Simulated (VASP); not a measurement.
Set up this calculation in VASP 6.6.1, as the native input.

- Task: single point
- Functional: LDA
- Potentials or basis: VASP PAW LDA potentials, release 64 (Fe, Cl, O)
- Cutoff: 520 eV
- k mesh: 6 × 5 × 3
- Occupations: gaussian, width 0.05 eV
- Spin: collinear spin
- Starting moments: [3.15, 3.12, -0.14, -0.06, -0.31, -0.02] μB
- Hubbard terms: Fe d U = 6.0 eV
- Dipole correction: no
- Further INCAR settings: ALGO = Normal; EDIFF = 1e-06; NBANDS = 34

The structure of FeClO lies in POSCAR:

```
FeClO
1.0
    3.3000005800      0.0000000000      0.0000000000
    0.0000000000      3.7500006600      0.0000000000
    0.0000000000      0.0000000000      7.6500013500
Fe Cl O
2 2 2
Direct
    0.5000000000      0.0000000000      0.0970000000
    0.0000000000      0.5000000000      0.9030000000
    0.0000000000      0.0000000000      0.3050000000
    0.5000000000      0.5000000000      0.6950000000
    0.0000000000      0.0000000000      0.9170000000
    0.5000000000      0.5000000000      0.0830000000
```

The input as run:

INCAR

```
SYSTEM = FeClO
PREC = Accurate ; ENCUT = 520
EDIFF = 1E-6 ; ISMEAR = 0
SIGMA = 0.05 ; LREAL = .FALSE.
LASPH = .TRUE. ; NELM = 150
ALGO = Normal ; ISIF = 2
LWAVE = .FALSE. ; LCHARG = .FALSE.
ISPIN = 2 ; MAGMOM = 3.15 3.12 -0.14 -0.06 -0.31 -0.02
LORBIT = 11 ; LMAXMIX = 4
LDAU = .TRUE. ; LDAUTYPE = 2
LDAUL = 2 -1 -1 ; LDAUU = 6 0 0
LDAUJ = 0 0 0 ; LDAUPRINT = 1
GGA = CA ; NBANDS = 34
```

KPOINTS

```
Automatic mesh
0
G
  6 5 3
  0 0 0
```

Potentials or basis: VASP PAW LDA potentials, release 64 (Fe, Cl, O).

Run with:

```console
$ cat potpaw_LDA.64/Fe/POTCAR potpaw_LDA.64/Cl/POTCAR potpaw_LDA.64/O/POTCAR > POTCAR
$ mpirun -np 1 vasp_std > vasp.out
```

It gave:

* Pressure: 3.1 GPa
* Largest force: 1.561 eV/Å
* Band gap on the k mesh: 1.49 eV (least direct gap 1.55 eV)
* Net moment: 10.00 μB per cell
* Site moments: Fe +4.36; Cl +0.21; O +0.35 μB
* Valence electrons inside the program's atomic spheres: Fe 6.97; Cl 5.12; O 5.03

Caveat: the cell stands under pressure; an odd mesh through Γ misses points on the zone boundary, where band edges can lie; forces of over 1 eV/Å act on the atoms, so gaps and moduli don't describe the material at rest.

It took 2.8 min on 1 thread of AMD EPYC 7R13 Processor (Zen 3) (shared host), peak memory 0.22 GiB.
